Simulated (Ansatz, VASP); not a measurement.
Pb in VASP and in Ansatz

```
CELL_PARAMETERS angstrom
3.50765 0.00000 0.00000
-1.75383 3.03771 0.00000
0.00000 0.00000 8.43222
ATOMIC_POSITIONS crystal
Pb 0.00000 0.00000 0.00000
Pb 0.33333 0.66667 0.33333
Pb 0.66667 0.33333 0.66667
```

Alike in both runs: functional PBEsol; k mesh 15 × 15 × 6; occupations gaussian, width 0.1 eV; no spin polarisation.

Ansatz relaxed the structure, and its values are those at the end. VASP's run is a single point on that final structure, the one shown.

```csv
,VASP,Ansatz
version,VASP 6.6.1,Ansatz 0.2.0
potentials or method,"VASP PAW PBE potentials, release 64 (Pb_d), cutoff 520 eV","scalar-relativistic, plane waves, PAW"
valence electrons in the cell,42,42
```

```csv
,VASP,Ansatz,Ansatz less VASP
gap on the k mesh at the Fermi level (eV),none,none,-
pressure (GPa),0.0,0.0,+0.05
```

VASP's potentials were made for PBE, not for PBEsol. A gap of «none» marks a metal or a gap that the smearing closes.

Neither program's run includes spin-orbit coupling.
